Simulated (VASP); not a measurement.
# N (P6_3/mmc) in VASP: a series of runs

The runs below take N through single point, relaxation of cell and atoms, with PBEsol.

All numbers are computed with VASP 6.6.1; they aren't measurements. Logs are shortened: lines on timing, memory, paths and dates and some standing lists are left out, and cuts for length are marked.

## Step 1: The cell of the first run

Symmetry: P6_3/mmc, No. 194, hexagonal system. The conventional cell has a = 2.534 Å, b = 2.534 Å, c = 2.421 Å, α = 90.00°, β = 90.00°, γ = 120.00°. N (site symmetry -6m2) has 14 N at 1.90 to 2.53 Å within 2.6 Å.

## Step 2: Single point, PBEsol

INCAR reads:

```
SYSTEM = N
PREC     = Accurate       ! precision mode
ENCUT    = 520            ! plane-wave cutoff, eV
EDIFF    = 1E-6           ! SCF threshold, eV
ISMEAR   = 0              ! smearing method
SIGMA    = 0.1            ! smearing width, eV
LREAL    = .FALSE.        ! projectors in reciprocal space
LASPH    = .TRUE.         ! aspherical terms in the spheres
NELM     = 80             ! most SCF steps
ALGO     = Normal         ! electronic algorithm
ISIF     = 2              ! what is computed and relaxed
LWAVE    = .FALSE.        ! write WAVECAR
LCHARG   = .TRUE.         ! write CHGCAR
GGA      = PS             ! functional
LELF     = .TRUE.         ! ELF
LVHAR    = .TRUE.       
NBANDS   = 12             ! bands
```

KPOINTS reads:

```
regular mesh
0
G
  18 18 16
  0 0 0
```

POSCAR reads:

```
N
1.0
    2.5337330147      0.0000000000      0.0000000000
   -1.2668665073      2.1942771571      0.0000000000
    0.0000000000      0.0000000000      2.4206298145
N
2
Direct
    0.6666666667      0.3333333333      0.2500000000
    0.3333333333      0.6666666667      0.7500000000
```

Potentials or basis: VASP PAW PBE potentials, release 64 (N).

Command:

```
$ cat potpaw_PBE.64/N/POTCAR > POTCAR
$ mpirun -np 1 vasp_std > vasp.out
```

OUTCAR:

```text
SYSTEM = N
   PREC = Accurate
   ENCUT = 520
   EDIFF = 1E-6
   ISMEAR = 0
   LREAL = .FALSE.
   LASPH = .TRUE.
   NELM = 80
   ISIF = 2
   GGA = PS

 ion  position               nearest neighbor table
   1  0.667  0.333  0.250-
   2  0.333  0.667  0.750-

  LATTYP: Found a hexagonal cell.
 ALAT       =     2.5337330147
 C/A-ratio  =     0.9553610426

  Lattice vectors:

 A1 = (   2.5337330147,   0.0000000000,   0.0000000000)
 A2 = (  -1.2668665073,   2.1942771571,   0.0000000000)
 A3 = (   0.0000000000,   0.0000000000,   2.4206298145)

Analysis of symmetry for initial positions (statically):
=====================================================================
 Subroutine PRICEL returns:
 Original cell was already a primitive cell.

 Routine SETGRP: Setting up the symmetry group for a
 hexagonal supercell.

 Subroutine GETGRP returns: Found 24 space group operations
 (whereof 12 operations were pure point group operations)
 out of a pool of 24 trial point group operations.

The static configuration has the point symmetry D_3d.
 The point group associated with its full space group is D_6h.

Analysis of symmetry for dynamics (positions and initial velocities):
=====================================================================
 Subroutine PRICEL returns:
 Original cell was already a primitive cell.

 Routine SETGRP: Setting up the symmetry group for a
 hexagonal supercell.

 Subroutine GETGRP returns: Found 24 space group operations
 (whereof 12 operations were pure point group operations)
 out of a pool of 24 trial point group operations.

The dynamic configuration has the point symmetry D_3d.
 The point group associated with its full space group is D_6h.

 Subroutine INISYM returns: Found 24 space group operations
 (whereof 12 operations are pure point group operations),
 and found     1 'primitive' translations

----------------------------------------------------------------------------------------

                                     Primitive cell

  volume of cell :      13.4580

  direct lattice vectors                    reciprocal lattice vectors
     2.533733015  0.000000000  0.000000000     0.394674575  0.227865472  0.000000000
    -1.266866507  2.194277157  0.000000000     0.000000000  0.455730944  0.000000000
     0.000000000  0.000000000  2.420629814     0.000000000  0.000000000  0.413115626

  length of vectors
     2.533733015  2.533733015  2.420629814     0.455730944  0.455730944  0.413115626

  position of ions in fractional coordinates (direct lattice)
     0.666666667  0.333333333  0.250000000
     0.333333333  0.666666667  0.750000000

  ion indices of the primitive-cell ions
   primitive index   ion index
                 1           1
                 2           2

----------------------------------------------------------------------------------------

 KPOINTS: regular mesh

Automatic generation of k-mesh.
 Grid dimensions read from file:
 generate k-points for:   18   18   16

 Generating k-lattice:

  Cartesian coordinates                     Fractional coordinates (reciprocal lattice)
     0.021926365  0.012659193  0.000000000     0.055555556 -0.000000000  0.000000000
     0.000000000  0.025318386  0.000000000     0.000000000  0.055555556  0.000000000
     0.000000000  0.000000000  0.025819727     0.000000000  0.000000000  0.062500000

  Length of vectors
     0.025318386  0.025318386  0.025819727

  Shift w.r.t. Gamma in fractional coordinates (k-lattice)
     0.000000000  0.000000000  0.000000000

 Subroutine IBZKPT returns following result:
 ===========================================

 Found    333 irreducible k-points:

 Following reciprocal coordinates:
            Coordinates               Weight
  0.000000  0.000000  0.000000      1.000000
  0.055556  0.000000  0.000000      6.000000
  0.111111  0.000000  0.000000      6.000000
  0.166667 -0.000000  0.000000      6.000000
  0.222222  0.000000  0.000000      6.000000
  0.277778  0.000000  0.000000      6.000000
[... 16 lines left out ...]
  0.333333  0.111111  0.000000     12.000000
  0.388889  0.111111  0.000000     12.000000
 [... further k-points ...]
   k-points           NKPTS =    333   k-points in BZ     NKDIM =    333   number of bands    NBANDS=     12
   number of dos      NEDOS =    301   number of ions     NIONS =      2
   total plane-waves  NPLWV =   7200
   dimension x,y,z NGX =    20 NGY =   20 NGZ =   18
   dimension x,y,z NGXF=    40 NGYF=   40 NGZF=   36
   ions per type =               2
   NGX,Y,Z   is equivalent  to a cutoff of  13.12, 13.12, 12.36 a.u.
   NGXF,Y,Z  is equivalent  to a cutoff of  26.25, 26.25, 24.72 a.u.
 SYSTEM =  N
   PREC   = accura    normal or accurate (medium, high low for compatibility)
   ISTART =      0    job   : 0-new  1-cont  2-samecut
   ICHARG =      2    charge: 1-file 2-atom 10-const
   ISPIN  =      1    spin polarized calculation?
   LNONCOLLINEAR =      F non collinear calculations
   LSORBIT =      F    spin-orbit coupling
   LASPH  =      T    aspherical Exc in radial PAW
   ENCUT  =  520.0 eV  38.22 Ry    6.18 a.u.   4.71  4.71  4.50*2*pi/ulx,y,z
   NELM   =     80;   NELMIN=  2; NELMDL= -5     # of ELM steps
   EDIFF  = 0.1E-05   stopping-criterion for ELM
   LREAL  =      F    real-space projection
   EDIFFG = 0.1E-04   stopping-criterion for IOM
   NSW    =      0    number of steps for IOM
   IBRION =     -1    ionic relax: 0-MD 1-quasi-New 2-CG
   NFREE  =      0    steps in history (QN), initial steepest desc. (CG)
   ISIF   =      2    stress and relaxation
   ISYM   =      2    0-nonsym 1-usesym 2-fastsym
   POTIM  = 0.5000    time-step for ionic-motion
   TEBEG  =    0.0;   TEEND  =   0.0 temperature during run
   PSTRESS=    0.0 pullay stress
   NELECT =      10.0000    total number of electrons
   NUPDOWN=      -1.0000    fix difference up-down
   EMIN   =  10.00;   EMAX   =-10.00  energy-range for DOS
   EFERMI =   0.00;   METHOD = LEGACY
   ISMEAR =     0;   SIGMA  =   0.10  broadening in eV -4-tet -1-fermi 0-gaus
   EFERMI_NEDOS =   21; number of points for ismear=-14 and -15
   IALGO  =     38    algorithm
   IMIX   =      4    mixing-type and parameters
     AMIX     =   0.40;   BMIX     =  1.00
     AMIX_MAG =   1.60;   BMIX_MAG =  1.00
  volume/ion in A,a.u.               =       6.73        45.41
  Fermi-wavevector in a.u.,A,eV,Ry     =   1.482796  2.802077 29.914892  2.198683
  Thomas-Fermi vector in A             =   2.596537
   LORBIT       =      0    0 simple, 1 ext, 2 COOP (PROOUT), +10 PAW based schemes
   GGA     = PS    functional components
   LHFCALC =     F    Hartree Fock is set to
   AEXX    =    0.0000 exact exchange contribution
   IVDW    =     0    specifies the selected vdW correction
   LEPSILON=     F    determine dielectric tensor
   LRPA    =     F    only Hartree local field effects (RPA)
 non-spin polarized calculation
 Gauss-broadening in eV      SIGMA  =   0.10
  energy-cutoff  :      520.00
  volume of cell :       13.46
 maximum number of plane-waves:       381
 NGX is ok and might be reduce to    20
   NGX =  9   NGY =  9   NGZ =  9

 number of electron      10.0000000 magnetization

 Free energy of the ion-electron system (eV)
  ---------------------------------------------------
  ext. energy  EPLUGINS =         0.00000000
  ---------------------------------------------------
  free energy    TOTEN  =       -10.46794540 eV

  energy without entropy =      -10.46508206  energy(sigma->0) =      -10.46651373

 E-fermi :   7.0304     XC(G=0): -13.2575

 val. band max:        7.0185106633   @ k =   0.3333   0.2778   0.0625
 cond. band min:       7.0794840104   @ k =   0.3333   0.3333   0.3125
 fundamental gap:      0.0609733471
 Fermi energy:         7.0303889603

 k-point     1 :       0.0000    0.0000    0.0000
  band No.  band energies     occupation
      1     -15.1088      2.00000
      2       1.4807      2.00000
      3       2.4150      2.00000
      4       4.4702      2.00000
      5       4.4702      2.00000
      6       9.7656      0.00000
      7       9.7656      0.00000
      8      13.1512      0.00000
      9      21.3248      0.00000
     10      24.5397      0.00000
     11      32.0959      0.00000
     12      32.0959      0.00000

 k-point     2 :       0.0556    0.0000    0.0000
  band No.  band energies     occupation
      1     -15.0351      2.00000
      2       1.1918      2.00000
      3       2.4748      2.00000
      4       4.3460      2.00000
      5       4.5409      2.00000
      6       9.7364      0.00000
      7       9.8901      0.00000
      8      13.0551      0.00000
      9      21.5067      0.00000
     10      24.4918      0.00000
     11      32.2100      0.00000
     12      32.2266      0.00000

 k-point     3 :       0.1111    0.0000    0.0000
  band No.  band energies     occupation
      1     -14.8142      2.00000
      2       0.4215      2.00000
      3       2.6528      2.00000
      4       4.0191      2.00000
      5       4.6852      2.00000
      6       9.6650      0.00000
      7      10.2157      0.00000
      8      12.7738      0.00000
      9      22.0104      0.00000
     10      24.3394      0.00000
     11      32.5621      0.00000
     12      32.6334      0.00000

 k-point     4 :       0.1667   -0.0000    0.0000
  band No.  band energies     occupation
      1     -14.4486      2.00000
      2      -0.6657      2.00000
      3       2.9442      2.00000
      4       3.5832      2.00000
      5       4.8121      2.00000
      6       9.5907      0.00000
      7      10.6419      0.00000
      8      12.3274      0.00000
      9      22.6180      0.00000
     10      24.2120      0.00000
     11      33.1748      0.00000
     12      33.2962      0.00000

 k-point     5 :       0.2222    0.0000    0.0000
  band No.  band energies     occupation
      1     -13.9433      2.00000
      2      -1.9405      2.00000
      3       3.1218      2.00000
      4       3.3405      2.00000
      5       4.8845      2.00000
      6       9.5559      0.00000
      7      11.0788      0.00000
      8      11.7453      0.00000
      9      22.6526      0.00000
     10      24.7493      0.00000
     11      34.0727      0.00000
     12      34.0741      0.00000
[... 228 lines left out ...]
      1     -13.0953      2.00000
      2      -3.5022      2.00000
      3       1.6530      2.00000
      4       3.9898      2.00000
      5       5.6889      2.00000
      6       9.6773      0.00000
      7      10.8561      0.00000
      8      11.4056      0.00000
      9      22.6639      0.00000
     10      25.3905      0.00000
     11      34.5873      0.00000
     12      34.7430      0.00000

 k-point    22 :       0.2778    0.1111    0.0000
  band No.  band energies     occupation
      1     -12.3475      2.00000
      2      -4.7739      2.00000
      3       1.1344      2.00000
      4       4.5381      2.00000
      5       5.8546      2.00000
      6       9.7223      0.00000
      7      10.1492      0.00000
      8      11.6715      0.00000
      9      22.0524      0.00000
     10      26.7284      0.00000
     11      33.5264      0.00000
     12      34.9167      0.00000

 k-point    23 :       0.3333    0.1111    0.0000
  band No.  band energies     occupation
      1     -11.5206      2.00000
      2      -6.0097      2.00000
      3       0.7570      2.00000
      4       5.1089      2.00000
      5       5.9591      2.00000
      6       9.4523      0.00000
      7       9.7832      0.00000
      8      11.8665      0.00000
      9      21.5306      0.00000
     10      28.1417      0.00000
     11      32.7545      0.00000
     12      34.6624      0.00000

 k-point    24 :       0.3889    0.1111    0.0000
  band No.  band energies     occupation
      1     -10.7188      2.00000
      2      -7.0705      2.00000
      3       0.5289      2.00000
      4       5.6050      2.00000
      5       6.0139      2.00000
      6       8.8755      0.00000
      7       9.8376      0.00000
      8      11.9835      0.00000
      9      21.1805      0.00000
     10      29.4209      0.00000
     11      32.2863      0.00000
     12      34.0900      0.00000

 [... further k-points ...]
[... 5 lines left out ...]
  --------------------------------------------------------------------------------------
  -------------------------------------------------------------------------------------
  Total       -0.0071547     -0.0071547      0.0180708     -0.0000000     -0.0000000      0.0000000
  in kB       -0.8517650     -0.8517650      2.1513273     -0.0000000     -0.0000000      0.0000000
  external PRESSURE =       0.1492658 kB  Pullay stress =       0.0000000 kB

 VOLUME and BASIS-vectors are now :
 -----------------------------------------------------------------------------
  energy-cutoff  :      520.00
  volume of cell :       13.46
      direct lattice vectors                 reciprocal lattice vectors
     2.533733015  0.000000000  0.000000000     0.394674575  0.227865472  0.000000000
    -1.266866507  2.194277157  0.000000000     0.000000000  0.455730944  0.000000000
     0.000000000  0.000000000  2.420629814     0.000000000  0.000000000  0.413115626

 POSITION                                       TOTAL-FORCE (eV/Angst)
 -----------------------------------------------------------------------------------
      1.26687      0.73143      0.60516        -0.000000     -0.000000      0.000000
     -0.00000      1.46285      1.81547         0.000000      0.000000      0.000000
 -----------------------------------------------------------------------------------
    total drift:                                0.000000     -0.000000      0.000000

  FREE ENERGIE OF THE ION-ELECTRON SYSTEM (eV)
  ---------------------------------------------------
  free  energy   TOTEN  =       -10.4679454014 eV

  energy  without entropy=      -10.4650820586  energy(sigma->0) =      -10.46651373
```

It took 23 s on 1 thread of AMD EPYC 7R13 (Zen 3), shared host; peak memory 0.12 GiB.

Results:

* Free energy: -10.4679 eV
* Pressure: 0.0 GPa
* Band gap on the k mesh: zero (bands 5 and 6 overlap by 4.97 eV)

Levels at points of the mesh, in eV from the Fermi level:
```
           k point  band 2  band 3  band 4  band 5  band 6  band 7  band 8  band 9
(0.00, 0.00, 0.00)   -5.55   -4.62   -2.56   -2.56    2.74    2.74    6.12   14.29
(0.50, 0.00, 0.00)  -14.61   -5.20   -2.24   -1.39    1.78    2.89    5.14   13.39
(0.00, 0.00, 0.50)  -17.08    0.49    0.49    0.49    0.49    1.95    1.95   21.34
(0.50, 0.00, 0.50)  -13.28   -8.71   -8.71   -0.86   -0.86    3.93    3.93   19.02
```

Caveat: the PAW data sets were made with another functional, which shifts forces and pressure a little.

## Step 3: Relaxation of cell and atoms, PBEsol

This run uses another cell than the first one, of 7.36 Å³/atom.

INCAR reads:

```
SYSTEM = N
ALGO = Normal
EDIFF = 1E-7
EDIFFG = -0.005
ENCUT = 600
GGA = PS
IBRION = 2
ISIF = 3
ISMEAR = 0
LASPH = .TRUE.
LCHARG = .FALSE.
LREAL = .FALSE.
LWAVE = .FALSE.
NELM = 80
NSW = 70
PREC = Accurate
SIGMA = 0.1
```

KPOINTS reads:

```
k-points
0
G
  18 18 16
  0 0 0
```

POSCAR reads:

```
N
1.0
    2.6141524252      0.0000000000      0.0000000000
   -1.3070762126      2.2639224096      0.0000000000
    0.0000000000      0.0000000000      2.4858947499
N
2
Direct
    0.6666666667      0.3333333333      0.2500000000
    0.3333333333      0.6666666667      0.7500000000
```

Potentials or basis: VASP PAW PBE potentials, release 64 (N).

Command:

```
$ cat potpaw_PBE.64/N/POTCAR > POTCAR
$ mpirun -np 1 vasp_std > vasp.out
```

Run time: 2 min. Hardware: 1 thread of AMD EPYC 7R13 (Zen 3), shared host; peak memory 0.14 GiB.

Results (log left out):

| Item | Value |
| --- | --- |
| Free energy | -10.4806 eV |
| Relaxed volume | 6.71 Å³/atom |
| Relaxed cell | a = 2.531 Å, b = 2.531 Å, c = 2.419 Å, α = 90.00°, β = 90.00°, γ = 120.00° |
| Space group after relaxing (to 0.1 Å) | P6_3/mmc (No. 194) |
| Energy gained by relaxing | 36.7 meV/atom |
| Ionic steps | 7 |
| Pressure after relaxing | -0.1 GPa |
| Band gap on the k mesh | zero (bands 5 and 6 overlap by 5.01 eV) |

Stress tensor (GPa, compression positive):
```
-0.11  0.00  0.00
 0.00 -0.11  0.00
 0.00  0.00  0.03
```

The path:
```tsv
step	energy change (eV)	largest force (eV/Å)	pressure (GPa)	volume (Å³)
1	0.0000	0.0000	-16.82	14.71
2	-0.0635	0.0000	5.86	13.13
3	-0.0704	0.0000	-0.39	13.48
4	-0.0725	0.0000	0.44	13.36
5	-0.0734	0.0000	0.13	13.40
6	-0.0734	0.0000	0.10	13.41
7	-0.0734	0.0000	-0.06	13.42
```

Final structure:
```
N
1.0
     2.53067    0.00000    0.00000
    -1.26534    2.19163    0.00000
     0.00000    0.00000    2.41874
N
2
Direct
  0.66667 0.33333 0.25000
  0.33333 0.66667 0.75000
```

Levels at points of the mesh, in eV from the Fermi level:
| k point | band 2 | band 3 | band 4 | band 5 | band 6 | band 7 | band 8 | band 9 |
| --- | --- | --- | --- | --- | --- | --- | --- | --- |
| (0.00, 0.00, 0.00) | -5.53 | -4.64 | -2.57 | -2.57 | 2.74 | 2.74 | 6.14 | 14.29 |
| (0.50, 0.00, 0.00) | -14.64 | -5.22 | -2.24 | -1.40 | 1.78 | 2.90 | 5.16 | 13.38 |
| (0.00, 0.00, 0.50) | -17.12 | 0.49 | 0.49 | 0.49 | 0.49 | 1.97 | 1.97 | 21.38 |
| (0.50, 0.00, 0.50) | -13.30 | -8.74 | -8.74 | -0.87 | -0.87 | 3.94 | 3.94 | 19.04 |

Caveat: the PAW data sets were made with another functional, which shifts forces and pressure a little.

The gap in the log of VASP goes by the Fermi energy; the results here count the filled bands.